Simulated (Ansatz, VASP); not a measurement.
**As: VASP beside Ansatz**

```
As
1.0
     2.70866    0.00000    0.00000
     0.00000    2.70866    0.00000
     0.00000    0.00000    2.82765
As
1
Direct
  0.50000 0.50000 0.50000
```

Alike in both runs: functional PBE; k mesh 6 × 6 × 8; occupations gaussian, width 0.1 eV; no spin polarisation.

Ansatz relaxed the structure, and its values are those at the end. VASP's run is a single point on that final structure, the one shown.

```csv
,VASP,Ansatz
version,VASP 6.6.1,Ansatz 0.2.0
potentials or method,"VASP PAW PBE potentials, release 64 (As), cutoff 520 eV","scalar-relativistic, plane waves, PAW"
valence electrons in the cell,5,15
```

|  | VASP | Ansatz | Ansatz less VASP |
| --- | --- | --- | --- |
| gap on the k mesh at the Fermi level (eV) | none | none | - |
| pressure (GPa) | 0.2 | 0.0 | -0.15 |

A gap of «none» marks a metal or a gap that the smearing closes. The functional is the same, so the differences come from potentials, cutoffs and numerics. VASP's potentials hold 5 valence electrons a cell and Ansatz's 15, so a difference there can come from the potentials and not from the codes.

The k mesh is coarse, so the values compare programs but aren't converged.
